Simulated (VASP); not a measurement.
MnSn3:

```
CELL_PARAMETERS angstrom
4.60277 0.00000 0.00000
0.00000 4.60277 0.00000
0.00000 0.00000 4.60277
ATOMIC_POSITIONS crystal
Sn 0.00000 0.50000 0.50000
Sn 0.50000 0.00000 0.50000
Sn 0.50000 0.50000 0.00000
Mn 0.00000 0.00000 0.00000
```

```yaml
Program: VASP 6.6.1
Task: relaxation of cell and atoms
Functional: PBE
Potentials_or_basis: VASP PAW PBE potentials, release 64 (Sn_d, Mn_pv)
Cutoff: 500 eV
k_mesh: 10 × 10 × 10
Occupations: gaussian, width 0.1 eV
Spin: no spin polarisation
```

At the start: pressure -5.9 GPa; volume 24.38 Å³/atom.

Question: How do energy, volume and symmetry change on relaxing?

Answer: Over 3 steps the energy falls by 52.1 meV/atom and the volume is 21.82 Å³/atom (-10.5 %); space group Pm-3m (No. 221, to 0.1 Å) before and after.

The path:
```csv
step,energy change (eV),largest force (eV/Å),pressure (GPa),volume (Å³)
1,0.0000,0.0000,-5.88,97.51
2,-0.1996,0.0000,1.56,85.43
3,-0.2085,0.0000,0.05,87.27
```

Final structure:
```
Sn Mn
1.0
     4.43564    0.00000    0.00000
     0.00000    4.43564    0.00000
     0.00000    0.00000    4.43564
Sn Mn
3 1
Direct
  0.00000 0.50000 0.50000
  0.50000 0.00000 0.50000
  0.50000 0.50000 0.00000
  0.00000 0.00000 0.00000
```

Caveat: the run has no spin polarisation, though such a crystal can be magnetic.
